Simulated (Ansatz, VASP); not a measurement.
## Ag: VASP beside Ansatz

INCAR

```
PREC = Accurate ; ENCUT = 500
EDIFF = 1E-6 ; ISMEAR = 1
SIGMA = 0.1 ; LREAL = False
LASPH = True ; NELM = 120
ALGO = Normal ; ISIF = 2
LWAVE = False ; LCHARG = False
GGA = CA ; NBANDS = 18
GGA_COMPAT = False
```

The input KPOINTS:

```
regular mesh
0
Gamma
  18 18 10
```

The input POSCAR:

```
Ag
1.0
    2.9299980804      0.0000000000      0.0000000000
   -1.4649990402      2.5374527707      0.0000000000
    0.0000000000      0.0000000000      4.4307500000
Ag
2
Direct
    0.3333333333      0.6666666667      0.2500000000
    0.6666666667      0.3333333333      0.7500000000
```

Input for Ansatz:

```yaml
crystal:
  lattice:
    - [2.9299980804, 0.0, 0.0]
    - [-1.4649990402, 2.5374527707, 0.0]
    - [0.0, 0.0, 4.43075]
  atoms:
    - { symbol: Ag, position: [0.3333333333, 0.6666666667, 0.25] }
    - { symbol: Ag, position: [0.6666666667, 0.3333333333, 0.75] }
basis:
  ecutwfc: 420
kpoints:
  mp_grid: { grid: [18, 18, 10] }
hamiltonian:
  xc: lda
scf:
  occupations: { method: methfessel_paxton, width: 0.1 }
output:
  forces: true
  stress: true
  eigenvalues: true
```

Change from the starting cell: strain -0.0750 x Voigt [0, 0, 1, 0, 0, 0], atoms carried along.

Alike in both runs: task single point; functional LDA; k mesh 18 × 18 × 10; occupations methfessel-paxton of order 1, width 0.1 eV; no spin polarisation.

|  | VASP | Ansatz |
| --- | --- | --- |
| version | VASP 6.6.1 | Ansatz 0.2.0 |
| potentials or method | VASP PAW LDA potentials, release 64 (Ag), cutoff 500 eV | scalar-relativistic, plane waves, PAW |
| valence electrons in the cell | 22 | 38 |

Ansatz gave:

* gap on the k mesh at the Fermi level (eV): none
* pressure (GPa): -2.5
* traceless stress, the component that is largest in VASP (GPa): 5.63

Task: What did VASP give for the same quantities?

Result: gap on the k mesh at the Fermi level (eV): none; pressure (GPa): -2.3; traceless stress, the component that is largest in VASP (GPa): 5.64.

LDA's correlation is that of Perdew and Zunger in VASP and of Perdew and Wang (1992) in Ansatz. A gap of «none» marks a metal or a gap that the smearing closes. VASP's potentials hold 22 valence electrons a cell and Ansatz's 38, so a difference there can come from the potentials and not from the codes.
